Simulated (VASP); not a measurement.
# B2P (I4_1/amd) in VASP: further runs, part 2 of 2

VASP 6.6.1. Earlier steps stand in the parts before.

## 4. Relaxation of cell and atoms, PBE

This run uses another cell than the first one, of 8.62 Å³/atom, 0.829 times its volume.

Input file INCAR:

```
ALGO     = Normal         # electronic algorithm
EDIFF    = 1E-7           # SCF threshold, eV
EDIFFG   = -0.04          # ionic threshold
ENCUT    = 600            # plane-wave cutoff, eV
GGA      = PE             # functional
IBRION   = 2              # ionic algorithm
ISIF     = 3              # what is computed and relaxed
ISMEAR   = 0              # smearing method
LASPH    = T              # aspherical terms in the spheres
LCHARG   = F              # write CHGCAR
LREAL    = F              # projectors in reciprocal space
LWAVE    = F              # write WAVECAR
NELM     = 100            # most SCF steps
NSW      = 90             # ionic steps
PREC     = Accurate       # precision mode
SIGMA    = 0.1            # smearing width, eV
```

Input file KPOINTS:

```
k-points
0
Gamma
  6 6 6
```

Input file POSCAR:

```
B2P
1.0
   -2.1168688100      2.1168688100      5.7736498100
    2.1168688100     -2.1168688100      5.7736498100
    2.1168688100      2.1168688100     -5.7736498100
B P
8 4
Direct
    0.7871120400      0.7871120400      0.5742240800
    0.2128879600      0.2128879600      0.4257759200
    0.5371120400      0.4628879600      0.5000000000
    0.9628879600      0.0371120400      0.5000000000
    0.9628879600      0.4628879600      0.9257759200
    0.5371120400      0.0371120400      0.0742240800
    0.2128879600      0.7871120400      0.0000000000
    0.7871120400      0.2128879600      0.0000000000
    0.3750000000      0.6250000000      0.7500000000
    0.8750000000      0.6250000000      0.2500000000
    0.3750000000      0.1250000000      0.7500000000
    0.3750000000      0.6250000000      0.2500000000
```

Potentials or basis: VASP PAW PBE potentials, release 64 (B, P).

The run is started by

```console
> cat potpaw_PBE.64/B/POTCAR potpaw_PBE.64/P/POTCAR > POTCAR
> mpirun -np 1 vasp_std > vasp.out
```

OUTCAR:

```text
EDIFF = 1E-7
   EDIFFG = -0.04
   ENCUT = 600
   GGA = PE
   IBRION = 2
   ISIF = 3
   ISMEAR = 0
   LASPH = T
   LREAL = F
   NELM = 100
   NSW = 90
   PREC = Accurate

 ion  position               nearest neighbor table
   1  0.787  0.787  0.574-   7 1.80   8 1.80  12 1.89  10 1.89
   2  0.213  0.213  0.426-   7 1.80   8 1.80   9 1.89  11 1.89
   3  0.537  0.463  0.500-   5 1.80   6 1.80   9 1.89  12 1.89
   4  0.963  0.037  0.500-   5 1.80   6 1.80  10 1.89  11 1.89
   5  0.963  0.463  0.926-   3 1.80   4 1.80  12 1.89  10 1.89
   6  0.537  0.037  0.074-   3 1.80   4 1.80   9 1.89  11 1.89
   7  0.213  0.787  0.000-   1 1.80   2 1.80   9 1.89  12 1.89
   8  0.787  0.213  0.000-   1 1.80   2 1.80  10 1.89  11 1.89
   9  0.375  0.625  0.750-   2 1.89   6 1.89   3 1.89   7 1.89  10 2.12  10 2.12
  10  0.875  0.625  0.250-   4 1.89   8 1.89   5 1.89   1 1.89   9 2.12   9 2.12
  11  0.375  0.125  0.750-   4 1.89   8 1.89   6 1.89   2 1.89  12 2.12  12 2.12
  12  0.375  0.625  0.250-   1 1.89   5 1.89   3 1.89   7 1.89  11 2.12  11 2.12

  LATTYP: Found a body centered tetragonal cell.
 ALAT       =     4.2337376200
 C/A-ratio  =     2.7274480982

  Lattice vectors:

 A1 = (  -2.1168688100,   2.1168688100,   5.7736498100)
 A2 = (   2.1168688100,  -2.1168688100,   5.7736498100)
 A3 = (   2.1168688100,   2.1168688100,  -5.7736498100)

Analysis of symmetry for initial positions (statically):
=====================================================================
 Subroutine PRICEL returns:
 Original cell was already a primitive cell.

 Routine SETGRP: Setting up the symmetry group for a
 body centered tetragonal supercell.

 Subroutine GETGRP returns: Found 16 space group operations
 (whereof  8 operations were pure point group operations)
 out of a pool of 16 trial point group operations.

The static configuration has the point symmetry D_2d.
 The point group associated with its full space group is D_4h.

Analysis of symmetry for dynamics (positions and initial velocities):
=====================================================================
 Subroutine PRICEL returns:
 Original cell was already a primitive cell.

 Routine SETGRP: Setting up the symmetry group for a
 body centered tetragonal supercell.

 Subroutine GETGRP returns: Found 16 space group operations
 (whereof  8 operations were pure point group operations)
 out of a pool of 16 trial point group operations.

The dynamic configuration has the point symmetry D_2d.
 The point group associated with its full space group is D_4h.

 Subroutine INISYM returns: Found 16 space group operations
 (whereof  8 operations are pure point group operations),
 and found     1 'primitive' translations

----------------------------------------------------------------------------------------

                                     Primitive cell

  volume of cell :     103.4900

  direct lattice vectors                    reciprocal lattice vectors
    -2.116868810  2.116868810  5.773649810     0.000000000  0.236197915  0.086600334
     2.116868810 -2.116868810  5.773649810     0.236197915  0.000000000  0.086600334
     2.116868810  2.116868810 -5.773649810     0.236197915  0.236197915  0.000000000

  length of vectors
     6.503637386  6.503637386  6.503637386     0.251573196  0.251573196  0.334034295
[... 83 lines left out ...]
   k-points           NKPTS =     30   k-points in BZ     NKDIM =     30   number of bands    NBANDS=     29
   number of dos      NEDOS =    301   number of ions     NIONS =     12
   total plane-waves  NPLWV = 157464
   dimension x,y,z NGX =    54 NGY =   54 NGZ =   54
   dimension x,y,z NGXF=   108 NGYF=  108 NGZF=  108
   ions per type =               8   4
   NGX,Y,Z   is equivalent  to a cutoff of  13.80, 13.80, 13.80 a.u.
   NGXF,Y,Z  is equivalent  to a cutoff of  27.61, 27.61, 27.61 a.u.
 SYSTEM =  unknown system
   PREC   = accura    normal or accurate (medium, high low for compatibility)
   ISTART =      0    job   : 0-new  1-cont  2-samecut
   ICHARG =      2    charge: 1-file 2-atom 10-const
   ISPIN  =      1    spin polarized calculation?
   LNONCOLLINEAR =      F non collinear calculations
   LSORBIT =      F    spin-orbit coupling
   LASPH  =      T    aspherical Exc in radial PAW
   ENCUT  =  600.0 eV  44.10 Ry    6.64 a.u.  12.99 12.99 12.99*2*pi/ulx,y,z
   NELM   =    100;   NELMIN=  2; NELMDL= -5     # of ELM steps
   EDIFF  = 0.1E-06   stopping-criterion for ELM
   LREAL  =      F    real-space projection
   EDIFFG = -.4E-01   stopping-criterion for IOM
   NSW    =     90    number of steps for IOM
   IBRION =      2    ionic relax: 0-MD 1-quasi-New 2-CG
   NFREE  =      1    steps in history (QN), initial steepest desc. (CG)
   ISIF   =      3    stress and relaxation
   ISYM   =      2    0-nonsym 1-usesym 2-fastsym
   POTIM  = 0.5000    time-step for ionic-motion
   TEBEG  =    0.0;   TEEND  =   0.0 temperature during run
   PSTRESS=    0.0 pullay stress
   NELECT =      44.0000    total number of electrons
   NUPDOWN=      -1.0000    fix difference up-down
   EMIN   =  10.00;   EMAX   =-10.00  energy-range for DOS
   EFERMI =   0.00;   METHOD = LEGACY
   ISMEAR =     0;   SIGMA  =   0.10  broadening in eV -4-tet -1-fermi 0-gaus
   EFERMI_NEDOS =   21; number of points for ismear=-14 and -15
   IALGO  =     38    algorithm
   IMIX   =      4    mixing-type and parameters
     AMIX     =   0.40;   BMIX     =  1.00
     AMIX_MAG =   1.60;   BMIX_MAG =  1.00
  volume/ion in A,a.u.               =       8.62        58.20
  Fermi-wavevector in a.u.,A,eV,Ry     =   1.231004  2.326261 20.617887  1.515372
  Thomas-Fermi vector in A             =   2.365831
   LORBIT       =      0    0 simple, 1 ext, 2 COOP (PROOUT), +10 PAW based schemes
   GGA     = PE    functional components
   LHFCALC =     F    Hartree Fock is set to
   AEXX    =    0.0000 exact exchange contribution
   IVDW    =     0    specifies the selected vdW correction
   LEPSILON=     F    determine dielectric tensor
   LRPA    =     F    only Hartree local field effects (RPA)
 conjugate gradient relaxation of ions
 non-spin polarized calculation
 Gauss-broadening in eV      SIGMA  =   0.10
  energy-cutoff  :      600.00
  volume of cell :      103.49
 maximum number of plane-waves:      3490
 NGX is ok and might be reduce to    54
   NGX = 25   NGY = 25   NGZ = 25

--------------------------------------- Ionic step        1  -------------------------------------------

 number of electron      44.0000000 magnetization

 Free energy of the ion-electron system (eV)
  ---------------------------------------------------
  ext. energy  EPLUGINS =         0.00000000
  ---------------------------------------------------
  free energy    TOTEN  =       -62.61378182 eV

  energy without entropy =      -62.59561175  energy(sigma->0) =      -62.60469679

------------------------ aborting loop because EDIFF is reached ----------------------------------------

  FORCE on cell =-STRESS in cart. coord.  units (eV):
  Direction    XX          YY          ZZ          XY          YZ          ZX
  --------------------------------------------------------------------------------------
  -------------------------------------------------------------------------------------
  Total       27.1647377     27.1647377     28.8611090      0.0000000     -0.0000000      0.0000000
  in kB      420.5501377    420.5501377    446.8124641      0.0000000     -0.0000000      0.0000000
  external PRESSURE =     429.3042465 kB  Pullay stress =       0.0000000 kB
[... 355 lines left out ...]
--------------------------------------- Ionic step        9  -------------------------------------------

 number of electron      43.9999999 magnetization

 Free energy of the ion-electron system (eV)
  ---------------------------------------------------
  ext. energy  EPLUGINS =         0.00000000
  ---------------------------------------------------
  free energy    TOTEN  =       -66.93045841 eV

  energy without entropy =      -66.91768977  energy(sigma->0) =      -66.92407409

 E-fermi :   6.8986     XC(G=0): -11.1500

 val. band max:        6.8969523223   @ k =   0.1667   0.1667   0.1667
 cond. band min:       6.9160291253   @ k =   0.5000   0.0000   0.0000
 fundamental gap:      0.0190768030
 Fermi energy:         6.8986405777

 k-point     1 :       0.0000    0.0000    0.0000
  band No.  band energies     occupation
      1      -8.8234      2.00000
      2      -6.3010      2.00000
      3      -4.1138      2.00000
      4      -2.7673      2.00000
      5      -2.7673      2.00000
      6      -2.1147      2.00000
[... 757 lines left out ...]
     28      11.0559      0.00000
     29      11.5567      0.00000

 [... further k-points ...]

------------------------ aborting loop because EDIFF is reached ----------------------------------------

  FORCE on cell =-STRESS in cart. coord.  units (eV):
  Direction    XX          YY          ZZ          XY          YZ          ZX
  --------------------------------------------------------------------------------------
  -------------------------------------------------------------------------------------
  Total        0.0665886      0.0665886     -0.0442334      0.0000000      0.0000000      0.0000000
  in kB        0.8564156      0.8564156     -0.5688987      0.0000000      0.0000000      0.0000000
  external PRESSURE =       0.3813108 kB  Pullay stress =       0.0000000 kB
[... 27 lines left out ...]
  FREE ENERGIE OF THE ION-ELECTRON SYSTEM (eV)
  ---------------------------------------------------
  free  energy   TOTEN  =       -66.9304584101 eV

  energy  without entropy=      -66.9176897705  energy(sigma->0) =      -66.92407409

 reached required accuracy - stopping structural energy minimisation
```

Run time: 31 min. Hardware: 1 thread of Intel Xeon Platinum 8259CL at 2.50GHz (Skylake/Cascade Lake), shared host; peak memory 0.44 GiB.

Results:

| Item | Value |
| --- | --- |
| Free energy | -66.9305 eV |
| Relaxed volume | 10.38 Å³/atom |
| Relaxed cell | a = 6.525 Å, b = 6.525 Å, c = 6.525 Å, α = 137.66°, β = 137.66°, γ = 61.42° |
| Space group after relaxing (to 0.05 Å) | I4_1/amd (No. 141) |
| Energy gained by relaxing | 359.7 meV/atom |
| Ionic steps | 9 |
| Pressure after relaxing | 0.0 GPa |
| Largest force after relaxing | 0.011 eV/Å |
| Band gap on the k mesh | zero (band 22 reaches 7.28 eV, above the bottom of band 23 at 6.66 eV) |

Forces on the atoms (eV/Å):
```
B   -0.008 -0.008  0.000
B    0.008  0.008  0.000
B    0.008 -0.008  0.000
B   -0.008  0.008  0.000
B    0.008  0.008  0.000
B   -0.008 -0.008  0.000
B   -0.008  0.008  0.000
B    0.008 -0.008  0.000
P    0.000  0.000  0.000
P    0.000  0.000  0.000
P    0.000  0.000  0.000
P    0.000  0.000  0.000
```

Stress tensor (GPa, compression positive):
```
 0.09  0.00  0.00
 0.00  0.09  0.00
 0.00  0.00 -0.06
```

The path:
| step | energy change (eV) | largest force (eV/Å) | pressure (GPa) | volume (Å³) |
| --- | --- | --- | --- | --- |
| 1 | 0.0000 | 2.4817 | 42.93 | 103.49 |
| 2 | -2.9090 | 0.6453 | -13.99 | 142.10 |
| 3 | -3.4805 | 0.9468 | -3.56 | 128.30 |
| 4 | -3.9456 | 0.1645 | -0.86 | 126.73 |
| 5 | -4.0540 | 0.5175 | 1.41 | 125.64 |
| 6 | -4.3000 | 0.0422 | -1.60 | 126.28 |
| 7 | -4.3050 | 0.0275 | -1.94 | 126.34 |
| 8 | -4.3150 | 0.0251 | 0.81 | 123.92 |
| 9 | -4.3167 | 0.0111 | 0.04 | 124.57 |

Final structure:
```cif
data_structure
_symmetry_space_group_name_H-M 'P 1'
_symmetry_Int_Tables_number 1
_cell_length_a 6.5247
_cell_length_b 6.5247
_cell_length_c 6.5247
_cell_angle_alpha 137.662
_cell_angle_beta 137.662
_cell_angle_gamma 61.421
_cell_volume 124.57
loop_
_atom_site_label
_atom_site_type_symbol
_atom_site_fract_x
_atom_site_fract_y
_atom_site_fract_z
_atom_site_occupancy
B1 B 0.81522 0.81522 0.63044 1
B2 B 0.18478 0.18478 0.36956 1
B3 B 0.56522 0.43478 0.50000 1
B4 B 0.93478 0.06522 0.50000 1
B5 B 0.93478 0.43478 0.86956 1
B6 B 0.56522 0.06522 0.13044 1
B7 B 0.18478 0.81522 0.00000 1
B8 B 0.81522 0.18478 0.00000 1
P1 P 0.37500 0.62500 0.75000 1
P2 P 0.87500 0.62500 0.25000 1
P3 P 0.37500 0.12500 0.75000 1
P4 P 0.37500 0.62500 0.25000 1
```

Caveat: the volume moved by over 15 % at a fixed basis, so the end points are rough.

## 5. Single point, PBE

This run uses another cell than the first one, of 8.62 Å³/atom, 0.829 times its volume.

Input file INCAR:

```
SYSTEM = B2P
  PREC = Accurate
  ENCUT = 520
  EDIFF = 1E-7
  ISMEAR = 0
  SIGMA = 0.1
  LREAL = .FALSE.
  LASPH = .TRUE.
  NELM = 100
  ALGO = Normal
  ISIF = 2
  LWAVE = .FALSE.
  LCHARG = .TRUE.
  GGA = PE
  LELF = .TRUE.
  LVHAR = .TRUE.
  NBANDS = 34
```

Input file KPOINTS:

```
Automatic mesh
0
G
  6 6 6
  0 0 0
```

POSCAR is that of step 4.

The run is started by

```console
> cat potpaw_PBE.64/B/POTCAR potpaw_PBE.64/P/POTCAR > POTCAR
> mpirun -np 1 vasp_std > vasp.out
```

It took 3.2 min on 1 thread of Intel Xeon Platinum 8259CL at 2.50GHz (Skylake/Cascade Lake), shared host; peak memory 0.34 GiB.

Results (log left out):

```
Free energy            : -62.6044 eV
Pressure               : 42.9 GPa
Largest force          : 2.481 eV/Å
Band gap on the k mesh : zero (band 22 reaches 9.08 eV, above the bottom of band 23 at 8.40 eV)
```

Forces on the atoms (eV/Å):
```
B    1.754  1.754  0.000
B   -1.754 -1.754  0.000
B   -1.754  1.754  0.000
B    1.754 -1.754  0.000
B   -1.754 -1.754  0.000
B    1.754  1.754  0.000
B    1.754 -1.754  0.000
B   -1.754  1.754  0.000
P    0.000  0.000  0.000
P    0.000  0.000  0.000
P    0.000  0.000  0.000
P    0.000  0.000  0.000
```

Stress tensor (GPa, compression positive):
```
42.07  0.00  0.00
 0.00 42.07  0.00
 0.00  0.00 44.69
```

Levels at points of the mesh, in eV from the Fermi level:
```
           k point  band 19  band 20  band 21  band 22  band 23  band 24  band 25  band 26
(0.00, 0.00, 0.00)    -2.04    -0.87    -0.74    -0.51    -0.51    -0.43    -0.43     0.58
(0.50, 0.00, 0.00)    -1.98    -1.16    -0.46    -0.09    -0.06     0.29     2.15     2.67
(0.50, 0.50, 0.00)    -0.55    -0.55    -0.45    -0.45     0.97     0.97     1.59     1.59
(0.50, 0.50, 0.50)    -2.89    -2.89    -1.60    -1.60     1.44     1.44     1.93     1.93
```

Caveat: forces of over 1 eV/Å act on the atoms, so gaps and moduli don't describe the material at rest.

## 6. The runs side by side

```csv
task,cell,k mesh,cutoff (eV),gap on the mesh (eV),pressure (GPa),largest force (eV/Å)
single point,"a = 6.540 Å, angles 137.8, 137.8, 61.3°, 12 atoms",12 × 12 × 12,520,none,-0.2,0.01
single point,"a = 6.528 Å, angles 137.7, 137.7, 61.4°, 12 atoms",6 × 6 × 6,520,none,-0.1,0.02
relaxation of cell and atoms,"relaxed from a = 6.504 Å, angles 142.0, 142.0, 54.8°, 12 atoms",6 × 6 × 6,600,none,0.0,0.01
single point,"a = 6.504 Å, angles 142.0, 142.0, 54.8°, 12 atoms",6 × 6 × 6,520,none,42.9,2.48
```

Alike in all rows: level PBE; potentials or basis VASP PAW PBE potentials, release 64 (B, P); no spin polarisation; smearing gaussian 0.1 eV.

Caveats: the volume moved by over 15 % at a fixed basis, so the end points are rough (some runs); forces of over 1 eV/Å act on the atoms, so gaps and moduli don't describe the material at rest (some runs).

Absolute energies hang on the potentials; compare differences alone.
